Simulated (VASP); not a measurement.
# TiC (P6_3/mmc) in VASP: further runs, part 2 of 2

VASP 6.6.1. The steps go on from the part before.

## 3. Relaxation of cell and atoms, PBE

This run uses another cell than the first one: it holds 8 atoms, not 16.

Input file INCAR:

```
PREC = Accurate
ENCUT = 600
EDIFF = 1E-6
ISMEAR = 0
SIGMA = 0.1
LREAL = F
LASPH = T
NELM = 100
ALGO = Normal
ISIF = 3
LWAVE = F
LCHARG = F
GGA = PE
IBRION = 2
NSW = 65
EDIFFG = -0.01
```

Input file KPOINTS:

```
regular mesh
0
Gamma
  12 12 5
```

Input file POSCAR:

```
TiC
1.0
    3.0636137572      0.0000000000      0.0000000000
   -1.5318068786      2.6531673411      0.0000000000
    0.0000000000      0.0000000000     10.0077403631
Ti C
4 4
Direct
    0.0000000000      0.0000000000      0.0000000000
    0.3333333333      0.6666666667      0.2500000000
    0.0000000000      0.0000000000      0.5000000000
    0.6666666667      0.3333333333      0.7500000000
    0.6666666667      0.3333333333      0.1250000000
    0.6666666667      0.3333333333      0.3750000000
    0.3333333333      0.6666666667      0.6250000000
    0.3333333333      0.6666666667      0.8750000000
```

Potentials or basis: VASP PAW PBE potentials, release 64 (Ti_sv, C).

Command:

```sh
cat potpaw_PBE.64/Ti_sv/POTCAR potpaw_PBE.64/C/POTCAR > POTCAR
mpirun -np 1 vasp_std > vasp.out
```

OUTCAR:

```text
PREC = Accurate
   ENCUT = 600
   EDIFF = 1E-6
   ISMEAR = 0
   LREAL = F
   LASPH = T
   NELM = 100
   ISIF = 3
   GGA = PE
   IBRION = 2
   NSW = 65
   EDIFFG = -0.01

 ion  position               nearest neighbor table
   1  0.000  0.000  0.000-   5 2.17   8 2.17   8 2.17   5 2.17   5 2.17   8 2.17
   2  0.333  0.667  0.250-   5 2.17   6 2.17   5 2.17   6 2.17   5 2.17   6 2.17
   3  0.000  0.000  0.500-   6 2.17   7 2.17   7 2.17   6 2.17   6 2.17   7 2.17
   4  0.667  0.333  0.750-   7 2.17   8 2.17   7 2.17   8 2.17   7 2.17   8 2.17
   5  0.667  0.333  0.125-   2 2.17   1 2.17   2 2.17   1 2.17   1 2.17   2 2.17
   6  0.667  0.333  0.375-   2 2.17   3 2.17   2 2.17   3 2.17   3 2.17   2 2.17
   7  0.333  0.667  0.625-   4 2.17   3 2.17   4 2.17   3 2.17   3 2.17   4 2.17
   8  0.333  0.667  0.875-   4 2.17   1 2.17   4 2.17   1 2.17   1 2.17   4 2.17

  LATTYP: Found a hexagonal cell.
 ALAT       =     3.0636137572
 C/A-ratio  =     3.2666455879

  Lattice vectors:

 A1 = (   3.0636137572,   0.0000000000,   0.0000000000)
 A2 = (  -1.5318068786,   2.6531673411,   0.0000000000)
 A3 = (   0.0000000000,   0.0000000000,  10.0077403631)

Analysis of symmetry for initial positions (statically):
=====================================================================
 Subroutine PRICEL returns:
 Original cell was already a primitive cell.

[... 191 lines left out ...]
  -------------------------------------------------------------------------------------
  Total        1.8993159      1.8993159     -2.6292916      0.0000000     -0.0000000      0.0000000
  in kB       37.4087419     37.4087419    -51.7862731      0.0000000     -0.0000000      0.0000000
  external PRESSURE =       7.6770702 kB  Pullay stress =       0.0000000 kB
[... 197 lines left out ...]
--------------------------------------- Ionic step        6  -------------------------------------------

 number of electron      64.0000000 magnetization

 Free energy of the ion-electron system (eV)
  ---------------------------------------------------
  ext. energy  EPLUGINS =         0.00000000
  ---------------------------------------------------
  free energy    TOTEN  =       -74.10482882 eV

  energy without entropy =      -74.09965557  energy(sigma->0) =      -74.10224219

 E-fermi :   9.6333     XC(G=0): -12.6743

 val. band max:        9.6156869131   @ k =   0.2500   0.1667   0.0000
 cond. band min:       9.6463384557   @ k =   0.2500   0.0833   0.0000
 fundamental gap:      0.0306515426
 Fermi energy:         9.6332768109

 k-point     1 :       0.0000    0.0000    0.0000
  band No.  band energies     occupation
      1     -47.1154      2.00000
      2     -47.0800      2.00000
      3     -47.0689      2.00000
      4     -47.0331      2.00000
      5     -23.6359      2.00000
      6     -23.3961      2.00000
[... 973 lines left out ...]
     37      11.8513      0.00000
     38      11.8978      0.00000

 [... further k-points ...]

------------------------ aborting loop because EDIFF is reached ----------------------------------------

  FORCE on cell =-STRESS in cart. coord.  units (eV):
  Direction    XX          YY          ZZ          XY          YZ          ZX
  --------------------------------------------------------------------------------------
  -------------------------------------------------------------------------------------
  Total        0.0380380      0.0380380     -0.0006547     -0.0000000      0.0000000      0.0000000
  in kB        0.7476386      0.7476386     -0.0128686     -0.0000000      0.0000000      0.0000000
  external PRESSURE =       0.4941362 kB  Pullay stress =       0.0000000 kB
[... 23 lines left out ...]
  FREE ENERGIE OF THE ION-ELECTRON SYSTEM (eV)
  ---------------------------------------------------
  free  energy   TOTEN  =       -74.1048288165 eV

  energy  without entropy=      -74.0996555659  energy(sigma->0) =      -74.10224219

 reached required accuracy - stopping structural energy minimisation
```

OSZICAR:

```text
N       E                     dE             d eps       ncg     rms          rms(c)
DAV:   1     0.896716784670E+03    0.89672E+03   -0.34088E+04  4332   0.228E+03
DAV:   2     0.556186815163E+02   -0.84110E+03   -0.82074E+03  4332   0.656E+02
DAV:   3    -0.842188329685E+02   -0.13984E+03   -0.13440E+03  6998   0.212E+02
DAV:   4    -0.957590804236E+02   -0.11540E+02   -0.11436E+02  6212   0.615E+01
[... 59 lines left out ...]
DAV:   3    -0.741049476904E+02    0.15941E-03   -0.23417E-03  5856   0.717E-01    0.900E-02
DAV:   4    -0.741048301972E+02    0.11749E-03   -0.99673E-04  6192   0.413E-01    0.356E-02
DAV:   5    -0.741048264919E+02    0.37053E-05   -0.21738E-04  5746   0.178E-01    0.211E-02
DAV:   6    -0.741048285738E+02   -0.20819E-05   -0.32668E-05  5752   0.493E-02    0.138E-02
DAV:   7    -0.741048288165E+02   -0.24270E-06   -0.53425E-06  4704   0.185E-02
   6 F= -.74104829E+02 E0= -.74102242E+02  d E =-.647430E-03
```

CONTCAR:

```text
TiC
   1.00000000000000
     3.1004426090955324    0.0000000000000000    0.0000000000000000
    -1.5502213045477662    2.6850620624330732    0.0000000000000000
     0.0000000000000000   -0.0000000000000000    9.7917082280681491
  Ti              C
     4     4
Direct
     0.0000000000000000    0.0000000000000000    0.0000000000000000
     0.3333333332999970    0.6666666667000030    0.2500000000000000
     0.0000000000000000    0.0000000000000000    0.5000000000000000
     0.6666666667000030    0.3333333332999970    0.7500000000000000
     0.6666666667000030    0.3333333332999970    0.1244883309938653
     0.6666666667000030    0.3333333332999970    0.3755116690061347
     0.3333333332999970    0.6666666667000030    0.6244883309938654
     0.3333333332999970    0.6666666667000030    0.8755116690061346

  0.00000000E+00  0.00000000E+00  0.00000000E+00
  0.00000000E+00  0.00000000E+00  0.00000000E+00
  0.00000000E+00  0.00000000E+00  0.00000000E+00
  0.00000000E+00  0.00000000E+00  0.00000000E+00
  0.00000000E+00  0.00000000E+00  0.00000000E+00
  0.00000000E+00  0.00000000E+00  0.00000000E+00
  0.00000000E+00  0.00000000E+00  0.00000000E+00
  0.00000000E+00  0.00000000E+00  0.00000000E+00
```

Run time: 12 min. Hardware: 1 thread of Intel Xeon 8259CL, shared host; peak memory 0.32 GiB.

What came out:

```yaml
Free_energy: -74.1048 eV
Relaxed_volume: 10.19 Å³/atom
Relaxed_cell: a = 3.100 Å, b = 3.100 Å, c = 9.792 Å, α = 90.00°, β = 90.00°, γ = 120.00°
Space_group_after_relaxing_to_0.1_Å: P6_3/mmc (No. 194)
Energy_gained_by_relaxing: 6.6 meV/atom
Ionic_steps: 6
Pressure_after_relaxing: 0.0 GPa
Largest_force_after_relaxing: 0.007 eV/Å
Band_gap_on_the_k_mesh: zero (bands 32 and 33 overlap by 0.89 eV)
```

Forces in eV/Å, atoms in the order of the input:
```
Ti   0.000  0.000  0.000
Ti   0.000  0.000  0.000
Ti   0.000  0.000  0.000
Ti   0.000  0.000  0.000
C    0.000  0.000  0.007
C    0.000  0.000 -0.007
C    0.000  0.000  0.007
C    0.000  0.000 -0.007
```

The path:
```csv
step,energy change (eV),largest force (eV/Å),pressure (GPa),volume (Å³)
1,0.0000,0.2094,0.77,81.35
2,-0.0491,0.0731,-1.11,81.90
3,-0.0493,0.0906,-1.16,81.93
4,-0.0507,0.0483,1.28,81.10
5,-0.0519,0.0658,0.27,81.44
6,-0.0526,0.0065,0.05,81.51
```

Final structure:
```yaml
crystal:
  lattice:
    - [3.10044, 0.00000, 0.00000]
    - [-1.55022, 2.68506, 0.00000]
    - [0.00000, 0.00000, 9.79171]
  atoms:
    - { symbol: Ti, position: [0.00000, 0.00000, 0.00000] }
    - { symbol: Ti, position: [0.33333, 0.66667, 0.25000] }
    - { symbol: Ti, position: [0.00000, 0.00000, 0.50000] }
    - { symbol: Ti, position: [0.66667, 0.33333, 0.75000] }
    - { symbol: C, position: [0.66667, 0.33333, 0.12449] }
    - { symbol: C, position: [0.66667, 0.33333, 0.37551] }
    - { symbol: C, position: [0.33333, 0.66667, 0.62449] }
    - { symbol: C, position: [0.33333, 0.66667, 0.87551] }
```

Levels at points of the mesh, in eV from the Fermi level:
| k point | band 30 | band 31 | band 32 | band 33 | band 34 | band 35 |
| --- | --- | --- | --- | --- | --- | --- |
| (0.00, 0.00, 0.00) | -0.32 | -0.32 | 0.65 | 0.69 | 0.69 | 1.00 |
| (0.50, 0.00, 0.00) | -2.08 | -1.67 | -0.69 | 0.67 | 1.20 | 1.81 |

The gap in the log of VASP goes by the Fermi energy; the results here count the filled bands.